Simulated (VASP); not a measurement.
# Si3C (P1) in VASP: single point with PBEsol

Aim: the single point of Si3C with PBEsol.

All numbers are computed with VASP 6.6.1; they aren't measurements. Logs are shortened: lines on timing, memory, paths and dates and some standing lists are left out, and cuts for length are marked.

**1. The cell of the first run**

The typed cell holds 16 atoms: a = 6.848 Å, b = 6.848 Å, c = 4.989 Å, α = 90.00°, β = 90.00°, γ = 90.00°.

**2. Single point, PBEsol**

Input file INCAR:

```
PREC = Accurate
ENCUT = 520
EDIFF = 1E-6
ISMEAR = -1
SIGMA = 0.069
LREAL = Auto
LASPH = True
NELM = 80
ALGO = Normal
ISIF = 2
LWAVE = False
LCHARG = True
GGA = PS
LELF = True
LVHAR = True
NBANDS = 46
```

Input file KPOINTS:

```
regular mesh
0
Gamma
  2 2 4
```

Input file POSCAR:

```
Si3C
1.0
    6.8481010000      0.0000000000      0.0000000000
    0.0000000000      6.8481010000      0.0000000000
    0.0000000000      0.0000000000      4.9891270000
C Si
4 12
Direct
   -0.0041500556     -0.0009802718     -0.0146761147
    0.0066189152      0.5045528680     -0.0102122075
    0.5001095924     -0.0086511575     -0.0043165868
    0.4864287194      0.5082743377     -0.0263136216
    0.0008522071      0.2437994124      0.1928521763
    0.2455816583      0.2521799839      0.5049274152
    0.2614463484     -0.0011600296      0.7992797137
    0.0075543570      0.7525563656      0.1926232786
    0.2491947768      0.7660066637      0.4905970524
    0.2243880457      0.5150587002      0.7610612037
    0.5110622638      0.2715133728      0.2089658171
    0.7549430127      0.2516709377      0.5205018834
    0.7340049453     -0.0143890985      0.8032982524
    0.4968361302      0.7409024779      0.1958490934
    0.7494398812      0.7430551915      0.4820392425
    0.7491763045      0.5130006114      0.8159533722
```

Potentials or basis: VASP PAW PBE potentials, release 64 (C, Si).

Run with:

```bash
$ cat potpaw_PBE.64/C/POTCAR potpaw_PBE.64/Si/POTCAR > POTCAR
$ mpirun -np 1 vasp_std > vasp.out
```

OUTCAR:

```text
PREC = Accurate
   ENCUT = 520
   EDIFF = 1E-6
   ISMEAR = -1
   LREAL = Auto
   LASPH = True
   NELM = 80
   ISIF = 2
   GGA = PS

 ion  position               nearest neighbor table
   1  0.996  0.999  0.985-   5 1.97   8 1.98  13 2.01   7 2.04
   2  0.007  0.505  0.990-  10 1.88  16 1.97   8 1.98   5 2.05
   3  0.500  0.991  0.996-  13 1.87   7 1.91  14 1.98  11 2.20
   4  0.486  0.508  0.974-  14 1.94  16 1.96  11 2.01  10 2.09
   5  0.001  0.244  0.193-   1 1.97   2 2.05   6 2.29  12 2.35   7 3.14  16 3.15
   6  0.246  0.252  0.505-  10 2.21   7 2.28   5 2.29  11 2.35
   7  0.261  0.999  0.799-   3 1.91   1 2.04   9 2.22   6 2.28  14 3.10   8 3.12   5 3.14
   8  0.008  0.753  0.193-   2 1.98   1 1.98   9 2.23  15 2.28  16 3.06  10 3.08   7 3.12  13 3.14

   9  0.249  0.766  0.491-  10 2.19   7 2.22   8 2.23  14 2.25
  10  0.224  0.515  0.761-   2 1.88   4 2.09   9 2.19   6 2.21   8 3.08
  11  0.511  0.272  0.209-   4 2.01   3 2.20  12 2.29   6 2.35  16 3.04
  12  0.755  0.252  0.521-  11 2.29  13 2.31  16 2.32   5 2.35
  13  0.734  0.986  0.803-   3 1.87   1 2.01  12 2.31  15 2.31  14 3.05   8 3.14
  14  0.497  0.741  0.196-   4 1.94   3 1.98  15 2.24   9 2.25  16 3.00  13 3.05   7 3.10
  15  0.749  0.743  0.482-  14 2.24   8 2.28  16 2.29  13 2.31
  16  0.749  0.513  0.816-   4 1.96   2 1.97  15 2.29  12 2.32  14 3.00  11 3.04   8 3.06   5 3.15

  LATTYP: Found a simple tetragonal cell.
 ALAT       =     6.8481010000
 C/A-ratio  =     0.7285416789

  Lattice vectors:

 A1 = (   6.8481010000,   0.0000000000,   0.0000000000)
 A2 = (   0.0000000000,   6.8481010000,   0.0000000000)
 A3 = (   0.0000000000,   0.0000000000,   4.9891270000)

Analysis of symmetry for initial positions (statically):
=====================================================================
 Subroutine PRICEL returns:
 Original cell was already a primitive cell.

 Routine SETGRP: Setting up the symmetry group for a
 simple tetragonal supercell.

 Subroutine GETGRP returns: Found  1 space group operations
 (whereof  1 operations were pure point group operations)
 out of a pool of 16 trial point group operations.

The static configuration has the point symmetry C_1 .

Analysis of symmetry for dynamics (positions and initial velocities):
=====================================================================
 Subroutine PRICEL returns:
 Original cell was already a primitive cell.

 Routine SETGRP: Setting up the symmetry group for a
 simple tetragonal supercell.

 Subroutine GETGRP returns: Found  1 space group operations
 (whereof  1 operations were pure point group operations)
[... 124 lines left out ...]
   ISYM   =      2    0-nonsym 1-usesym 2-fastsym
   POTIM  = 0.5000    time-step for ionic-motion
   TEBEG  =    0.0;   TEEND  =   0.0 temperature during run
   PSTRESS=    0.0 pullay stress
   NELECT =      64.0000    total number of electrons
   NUPDOWN=      -1.0000    fix difference up-down
   EMIN   =  10.00;   EMAX   =-10.00  energy-range for DOS
   EFERMI =   0.00;   METHOD = LEGACY
   ISMEAR =    -1;   SIGMA  =   0.07  broadening in eV -4-tet -1-fermi 0-gaus
   EFERMI_NEDOS =   21; number of points for ismear=-14 and -15
   IALGO  =     38    algorithm
   IMIX   =      4    mixing-type and parameters
     AMIX     =   0.40;   BMIX     =  1.00
     AMIX_MAG =   1.60;   BMIX_MAG =  1.00
  volume/ion in A,a.u.               =      14.62        98.68
  Fermi-wavevector in a.u.,A,eV,Ry     =   1.062706  2.008223 15.365663  1.129344
  Thomas-Fermi vector in A             =   2.198166
   LORBIT       =      0    0 simple, 1 ext, 2 COOP (PROOUT), +10 PAW based schemes
   GGA     = PS    functional components
   LHFCALC =     F    Hartree Fock is set to
   AEXX    =    0.0000 exact exchange contribution
   IVDW    =     0    specifies the selected vdW correction
   LEPSILON=     F    determine dielectric tensor
   LRPA    =     F    only Hartree local field effects (RPA)
 non-spin polarized calculation
  energy-cutoff  :      520.00
  volume of cell :      233.97
 maximum number of plane-waves:      6330
 NGX is ok and might be reduce to    54
   NGX = 25   NGY = 25   NGZ = 19

 number of electron      64.0000000 magnetization

 Free energy of the ion-electron system (eV)
  ---------------------------------------------------
  ext. energy  EPLUGINS =         0.00000000
  ---------------------------------------------------
  free energy    TOTEN  =      -102.34705884 eV

  energy without entropy =     -102.28341545  energy(sigma->0) =     -102.31523714

 E-fermi :   7.8196     XC(G=0): -10.4790

 val. band max:        7.8041235441   @ k =   0.0000   0.0000   0.5000
 cond. band min:       7.8289143385   @ k =   0.0000   0.0000   0.0000
 fundamental gap:      0.0247907944
 Fermi energy:         7.8195884549

 k-point     1 :       0.0000    0.0000    0.0000
  band No.  band energies     occupation
      1      -7.1075      2.00000
      2      -5.4955      2.00000
      3      -5.2512      2.00000
      4      -4.0196      2.00000
      5      -3.4444      2.00000
      6      -3.3003      2.00000
[... 553 lines left out ...]
     43      12.0641      0.00000
     44      12.1624      0.00000
 [bands above 44 left out]

------------------------ aborting loop because EDIFF is reached ----------------------------------------

  FORCE on cell =-STRESS in cart. coord.  units (eV):
  Direction    XX          YY          ZZ          XY          YZ          ZX
  --------------------------------------------------------------------------------------
  -------------------------------------------------------------------------------------
  Total        1.7092911      0.1995541      1.2457491      0.0464275      0.6268752      0.1692818
  in kB       11.7047392      1.3664895      8.5305352      0.3179221      4.2926628      1.1591935
  external PRESSURE =       7.2005880 kB  Pullay stress =       0.0000000 kB

 VOLUME and BASIS-vectors are now :
 -----------------------------------------------------------------------------
  energy-cutoff  :      520.00
  volume of cell :      233.97
      direct lattice vectors                 reciprocal lattice vectors
     6.848101000  0.000000000  0.000000000     0.146025884  0.000000000  0.000000000
     0.000000000  6.848101000  0.000000000     0.000000000  0.146025884  0.000000000
     0.000000000  0.000000000  4.989127000     0.000000000  0.000000000  0.200435868

 POSITION                                       TOTAL-FORCE (eV/Angst)
 -----------------------------------------------------------------------------------
      6.81968      6.84139      4.91591         0.046436     -0.203043      0.246495
      0.04533      3.45523      4.93818        -1.094818     -0.133816      0.979730
      3.42480      6.78886      4.96759        -0.239168      0.606048      1.154314
      3.33111      3.48071      4.85785         0.123817     -0.321176      0.718478
      0.00584      1.66956      0.96216        -0.089030      0.173720     -0.124203
      1.68177      1.72695      2.51915         0.606353     -0.410210     -0.923548
[... 8 lines left out ...]
      5.13224      5.08852      2.40495         0.372678      0.007469      0.168312
      5.13044      3.51308      4.07089        -0.117869     -0.569523     -0.715605
 -----------------------------------------------------------------------------------
    total drift:                                0.005325      0.001775      0.000027

  FREE ENERGIE OF THE ION-ELECTRON SYSTEM (eV)
  ---------------------------------------------------
  free  energy   TOTEN  =      -102.3470588387 eV

  energy  without entropy=     -102.2834154452  energy(sigma->0) =     -102.31523714
```

OSZICAR:

```text
N       E                     dE             d eps       ncg     rms          rms(c)
DAV:   1     0.159356598693E+03    0.15936E+03   -0.26364E+04  1104   0.120E+03
DAV:   2    -0.902712763319E+02   -0.24963E+03   -0.23450E+03  1378   0.187E+02
DAV:   3    -0.108177494003E+03   -0.17906E+02   -0.17472E+02  1392   0.466E+01
DAV:   4    -0.108705679819E+03   -0.52819E+00   -0.52439E+00  1408   0.886E+00
DAV:   5    -0.108718423093E+03   -0.12743E-01   -0.12727E-01  1388   0.136E+00    0.184E+01
DAV:   6    -0.102774221844E+03    0.59442E+01   -0.17612E+01  1364   0.148E+01    0.101E+01
DAV:   7    -0.102476144834E+03    0.29808E+00   -0.31787E+00  1320   0.687E+00    0.454E+00
DAV:   8    -0.102357396933E+03    0.11875E+00   -0.42322E-01  1402   0.248E+00    0.113E+00
DAV:   9    -0.102346277736E+03    0.11119E-01   -0.68081E-02  1352   0.111E+00    0.400E-01
DAV:  10    -0.102347098686E+03   -0.82095E-03   -0.13771E-02  1416   0.396E-01    0.237E-01
DAV:  11    -0.102347016052E+03    0.82633E-04   -0.17582E-03  1400   0.157E-01    0.916E-02
DAV:  12    -0.102347058516E+03   -0.42464E-04   -0.23574E-04  1280   0.698E-02    0.279E-02
DAV:  13    -0.102347059436E+03   -0.91941E-06   -0.66403E-05  1368   0.281E-02    0.151E-02
DAV:  14    -0.102347058839E+03    0.59699E-06   -0.65732E-06  1304   0.102E-02
   1 F= -.10234706E+03 E0= -.10231524E+03  d E =-.636434E-01
```

It took 5.2 min on 1 thread of Intel Xeon 8259CL, shared host; peak memory 0.36 GiB.

What came out:

```yaml
Free_energy: -102.3471 eV
Pressure: 0.7 GPa
Largest_force: 2.032 eV/Å
Band_gap_on_the_k_mesh: zero (band 32 reaches 7.95 eV, above the bottom of band 33 at 7.67 eV)
```

Forces in eV/Å, atoms in the order of the input:
```
C    0.046 -0.203  0.246
C   -1.095 -0.134  0.980
C   -0.239  0.606  1.154
C    0.124 -0.321  0.718
Si  -0.089  0.174 -0.124
Si   0.606 -0.410 -0.924
Si  -0.902  0.805  0.334
Si  -0.612  0.281 -0.320
Si   0.233  0.184 -0.499
Si   1.347 -0.710  1.345
Si  -1.062 -0.655 -0.730
Si   0.222  0.150 -0.445
Si   1.270  0.456 -0.708
Si  -0.105  0.341 -0.482
Si   0.373  0.007  0.168
Si  -0.118 -0.570 -0.716
```

Levels at points of the mesh, in eV from the Fermi level:
| k point | band 29 | band 30 | band 31 | band 32 | band 33 | band 34 | band 35 | band 36 |
| --- | --- | --- | --- | --- | --- | --- | --- | --- |
| (0.00, 0.00, 0.00) | -0.86 | -0.64 | -0.48 | -0.34 | 0.01 | 0.16 | 0.22 | 0.69 |
| (0.50, 0.00, 0.00) | -2.53 | -2.38 | -0.25 | 0.13 | 0.26 | 0.40 | 1.17 | 1.30 |
| (0.00, 0.50, 0.00) | -2.51 | -2.42 | -0.15 | 0.02 | 0.07 | 0.45 | 1.34 | 1.37 |
| (0.50, 0.50, 0.00) | -2.51 | -2.35 | -2.30 | -2.17 | 0.81 | 1.07 | 1.12 | 1.19 |
| (0.00, 0.00, 0.50) | -1.03 | -0.98 | -0.14 | -0.02 | 0.31 | 0.39 | 0.41 | 1.13 |
| (0.50, 0.00, 0.50) | -2.23 | -2.20 | -0.79 | -0.39 | 1.40 | 1.47 | 1.89 | 2.04 |
| (0.00, 0.50, 0.50) | -2.29 | -2.02 | -0.70 | -0.39 | 1.22 | 1.47 | 2.05 | 2.07 |
| (0.50, 0.50, 0.50) | -1.82 | -1.67 | -1.54 | -1.44 | 1.58 | 1.75 | 1.80 | 1.90 |

Caveat: the k points lie up to 0.46 Å⁻¹ apart; the PAW data sets were made with another functional, which shifts forces and pressure a little.
